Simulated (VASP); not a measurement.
# BeS (F-43m) in VASP: a series of runs, part 2 of 2

VASP 6.6.1. Earlier steps stand in the parts before.

## Step 6: Single point, PBEsol

This run uses another cell than the first one, of 14.01 Å³/atom, 1.029 times its volume.

INCAR

```
PREC = Accurate ; ENCUT = 520
EDIFF = 1E-6 ; ISMEAR = 0
SIGMA = 0.01 ; LREAL = False
LASPH = True ; NELM = 80
ALGO = Normal ; ISIF = 2
LWAVE = False ; LCHARG = False
GGA = PS ; NBANDS = 11
```

KPOINTS

```
regular mesh
0
Gamma
  8 8 8
```

POSCAR

```
BeS
1.0
    0.0000000000      2.4108573329      2.4108573329
    2.4108573329      0.0000000000      2.4108573329
    2.4108573329      2.4108573329      0.0000000000
Be S
1 1
Direct
    0.0000000000      0.0000000000      0.0000000000
    0.7500000000      0.7500000000      0.7500000000
```

Potentials or basis: VASP PAW PBE potentials, release 64 (Be, S).

Run with:

```sh
$ cat potpaw_PBE.64/Be/POTCAR potpaw_PBE.64/S/POTCAR > POTCAR
$ mpirun -np 1 vasp_std > vasp.out
```

OUTCAR:

```text
PREC = Accurate
   ENCUT = 520
   EDIFF = 1E-6
   ISMEAR = 0
   LREAL = False
   LASPH = True
   NELM = 80
   ISIF = 2
   GGA = PS

 ion  position               nearest neighbor table
   1  0.000  0.000  0.000-   2 2.09   2 2.09   2 2.09   2 2.09
   2  0.750  0.750  0.750-   1 2.09   1 2.09   1 2.09   1 2.09

  LATTYP: Found a face centered cubic cell.
 ALAT       =     4.8217146658

  Lattice vectors:

 A1 = (   0.0000000000,   2.4108573329,   2.4108573329)
 A2 = (   2.4108573329,   0.0000000000,   2.4108573329)
 A3 = (   2.4108573329,   2.4108573329,   0.0000000000)

Analysis of symmetry for initial positions (statically):
=====================================================================
 Subroutine PRICEL returns:
 Original cell was already a primitive cell.

 Routine SETGRP: Setting up the symmetry group for a
 face centered cubic supercell.

 Subroutine GETGRP returns: Found 24 space group operations
 (whereof 24 operations were pure point group operations)
 out of a pool of 48 trial point group operations.

The static configuration has the point symmetry T_d .

Analysis of symmetry for dynamics (positions and initial velocities):
=====================================================================
 Subroutine PRICEL returns:
 Original cell was already a primitive cell.

 Routine SETGRP: Setting up the symmetry group for a
 face centered cubic supercell.

 Subroutine GETGRP returns: Found 24 space group operations
 (whereof 24 operations were pure point group operations)
 out of a pool of 48 trial point group operations.

The dynamic configuration has the point symmetry T_d .

 Subroutine INISYM returns: Found 24 space group operations
 (whereof 24 operations are pure point group operations),
 and found     1 'primitive' translations

----------------------------------------------------------------------------------------
[... 118 lines left out ...]
   GGA     = PS    functional components
   LHFCALC =     F    Hartree Fock is set to
   AEXX    =    0.0000 exact exchange contribution
   IVDW    =     0    specifies the selected vdW correction
   LEPSILON=     F    determine dielectric tensor
   LRPA    =     F    only Hartree local field effects (RPA)
 non-spin polarized calculation
 Gauss-broadening in eV      SIGMA  =   0.01
  energy-cutoff  :      520.00
  volume of cell :       28.02
 maximum number of plane-waves:       769
 NGX is ok and might be reduce to    28
   NGX = 13   NGY = 13   NGZ = 13

 number of electron       8.0000000 magnetization

 Free energy of the ion-electron system (eV)
  ---------------------------------------------------
  ext. energy  EPLUGINS =         0.00000000
  ---------------------------------------------------
  free energy    TOTEN  =       -10.56286385 eV

  energy without entropy =      -10.56286385  energy(sigma->0) =      -10.56286385

 E-fermi :   4.3702     XC(G=0):  -9.9729

 val. band max:        4.3279388278   @ k =   0.0000   0.0000   0.0000
 cond. band min:       7.2158464068   @ k =   0.5000   0.5000   0.0000
 fundamental gap:      2.8879075790
 Fermi energy:         4.3701607267

 k-point     1 :       0.0000    0.0000    0.0000
  band No.  band energies     occupation
      1      -9.5099      2.00000
      2       4.3279      2.00000
      3       4.3279      2.00000
      4       4.3279      2.00000
      5       9.9293      0.00000
      6       9.9293      0.00000
      7       9.9293      0.00000
      8      10.1818      0.00000
      9      17.1579      0.00000
     10      17.1579      0.00000
     11      19.1395      0.00000
[... 309 lines left out ...]
 k-point    24 :      -0.3750    0.2500    0.1250
  band No.  band energies     occupation
      1      -7.5379      2.00000
      2      -1.1012      2.00000
      3       1.4616      2.00000
      4       2.4164      2.00000
      5      10.2879      0.00000
      6      10.8728      0.00000
      7      13.4936      0.00000
      8      14.8300      0.00000
      9      15.7549      0.00000
     10      19.7354      0.00000
     11      20.3273      0.00000

 [... further k-points ...]

------------------------ aborting loop because EDIFF is reached ----------------------------------------

  FORCE on cell =-STRESS in cart. coord.  units (eV):
  Direction    XX          YY          ZZ          XY          YZ          ZX
  --------------------------------------------------------------------------------------
  -------------------------------------------------------------------------------------
  Total        0.2039888      0.2039888      0.2039888      0.0000000     -0.0000000      0.0000000
  in kB       11.6619813     11.6619813     11.6619813      0.0000000     -0.0000000      0.0000000
  external PRESSURE =      11.6619813 kB  Pullay stress =       0.0000000 kB

 VOLUME and BASIS-vectors are now :
 -----------------------------------------------------------------------------
  energy-cutoff  :      520.00
  volume of cell :       28.02
      direct lattice vectors                 reciprocal lattice vectors
     0.000000000  2.410857333  2.410857333    -0.207395101  0.207395101  0.207395101
     2.410857333  0.000000000  2.410857333     0.207395101 -0.207395101  0.207395101
     2.410857333  2.410857333  0.000000000     0.207395101  0.207395101 -0.207395101

 POSITION                                       TOTAL-FORCE (eV/Angst)
 -----------------------------------------------------------------------------------
      0.00000      0.00000      0.00000        -0.000000     -0.000000     -0.000000
      3.61629      3.61629      3.61629         0.000000      0.000000      0.000000
 -----------------------------------------------------------------------------------
    total drift:                               -0.000000     -0.000000     -0.000000

  FREE ENERGIE OF THE ION-ELECTRON SYSTEM (eV)
  ---------------------------------------------------
  free  energy   TOTEN  =       -10.5628638501 eV

  energy  without entropy=      -10.5628638501  energy(sigma->0) =      -10.56286385
```

OSZICAR:

```text
N       E                     dE             d eps       ncg     rms          rms(c)
DAV:   1     0.190251373927E+02    0.19025E+02   -0.38225E+03   638   0.622E+02
DAV:   2    -0.970608002199E+01   -0.28731E+02   -0.27748E+02   863   0.116E+02
DAV:   3    -0.107515955840E+02   -0.10455E+01   -0.10438E+01   820   0.221E+01
DAV:   4    -0.107579175801E+02   -0.63220E-02   -0.63206E-02   783   0.201E+00
DAV:   5    -0.107579705272E+02   -0.52947E-04   -0.52947E-04   848   0.182E-01    0.548E+00
DAV:   6    -0.106135490577E+02    0.14442E+00   -0.10892E-01   739   0.154E+00    0.361E+00
DAV:   7    -0.105625439292E+02    0.51005E-01   -0.11587E-01   775   0.170E+00    0.790E-01
DAV:   8    -0.105628124358E+02   -0.26851E-03   -0.56139E-03   814   0.408E-01    0.146E-01
DAV:   9    -0.105628544218E+02   -0.41986E-04   -0.31975E-04   775   0.116E-01    0.463E-02
DAV:  10    -0.105628598713E+02   -0.54496E-05   -0.32527E-05   860   0.276E-02    0.117E-02
DAV:  11    -0.105628637223E+02   -0.38510E-05   -0.74385E-06   746   0.158E-02    0.579E-03
DAV:  12    -0.105628638501E+02   -0.12785E-06   -0.15229E-07   433   0.286E-03
   1 F= -.10562864E+02 E0= -.10562864E+02  d E =-.598569E-12
```

stdout:

```text
POSCAR found type information on POSCAR BeS
 POSCAR found :  2 types and       2 ions
 scaLAPACK will be used
 -----------------------------------------------------------------------------
|                                                                             |
|                                                                             |
|     You enforced a specific xc type in the INCAR file but a different       |
|     I HOPE YOU KNOW WHAT YOU ARE DOING!                                     |
|                                                                             |
 -----------------------------------------------------------------------------

 LDA part: xc-table for (Slater+PW92), standard interpolation
 POSCAR, INCAR and KPOINTS ok, starting setup
 FFT: planning ... GRIDC
 FFT: planning ... GRID_SOFT
 FFT: planning ... GRID
 WAVECAR not read
 entering main loop
```

Run time: 6.5 s. Hardware: 1 thread of AMD EPYC 9R45 (Zen 5), shared host; peak memory 0.12 GiB.

Results:

| Quantity | Value |
| --- | --- |
| Free energy | -10.5629 eV |
| Pressure | 1.2 GPa |
| Band gap on the k mesh | 2.89 eV, indirect (least direct gap 5.60 eV) |

Levels at points of the mesh, in eV from the valence-band top:
```tsv
k point	band 2	band 3	band 4	band 5	band 6	band 7
(0.00, 0.00, 0.00)	0.00	0.00	0.00	5.60	5.60	5.60
(0.50, 0.00, 0.00)	-5.98	-1.07	-1.07	5.44	6.48	6.48
(0.50, 0.50, 0.00)	-5.16	-2.73	-2.73	2.89	4.80	12.89
```

Caveat: the PAW data sets were made with another functional, which shifts forces and pressure a little. A k mesh can miss the band edges.

## Step 7: Summary

```tsv
cell	gap on the mesh (eV)	pressure (GPa)
a = 3.378 Å, angles 60.0°, 2 atoms	2.82	4.2
a = 3.349 Å, angles 60.0°, 2 atoms	2.76	7.2
a = 3.323 Å, angles 60.0°, 2 atoms	2.69	10.2
a = 3.284 Å, angles 60.0°, 2 atoms	2.60	15.2
a = 3.409 Å, angles 60.0°, 2 atoms	2.89	1.2
```

Alike in all rows: task single point; level PBEsol; potentials or basis VASP PAW PBE potentials, release 64 (Be, S); no spin polarisation; k mesh 8 × 8 × 8; cutoff (eV) 520; smearing gaussian 0.01 eV.

Caveats: the PAW data sets were made with another functional, which shifts forces and pressure a little.

Total energies depend on the potentials used, so only differences within one code and one set of settings carry meaning.
